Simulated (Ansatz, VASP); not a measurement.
**Two plane-wave programs on Sn**

```
Sn
1.0
     4.72585    0.00000    0.00000
    -2.36292    4.09270    0.00000
     0.00000    0.00000    7.76322
Sn
4
Direct
  0.33333 0.66667 0.00024
  0.66667 0.33333 0.50024
  0.33333 0.66667 0.37476
  0.66667 0.33333 0.87476
```

Alike in both runs: task single point; functional r2SCAN; k mesh 6 × 6 × 4; occupations fermi-dirac, width 0.02 eV; no spin polarisation.

|  | VASP | Ansatz |
| --- | --- | --- |
| version | VASP 6.6.1 | Ansatz 0.2.0 |
| potentials or method | VASP PAW PBE potentials, release 64 (Sn_d) | plane waves, PAW |
| plane-wave cutoff (eV) | 520 | 500 |
| valence electrons in the cell | 56 | 56 |

|  | VASP | Ansatz | Ansatz less VASP |
| --- | --- | --- | --- |
| pressure (GPa) | -2.2 | -2.2 | +0.04 |
| traceless stress, the component that is largest in VASP (GPa) | -0.06 | -0.06 | +0.001 |
| rms of the force components (eV/Å) | 0.017 | 0.017 | -0.0003 |

VASP's potentials were made for PBE, not for r2SCAN. Atom by atom the forces differ by 0.000 eV/Å (rms over components).
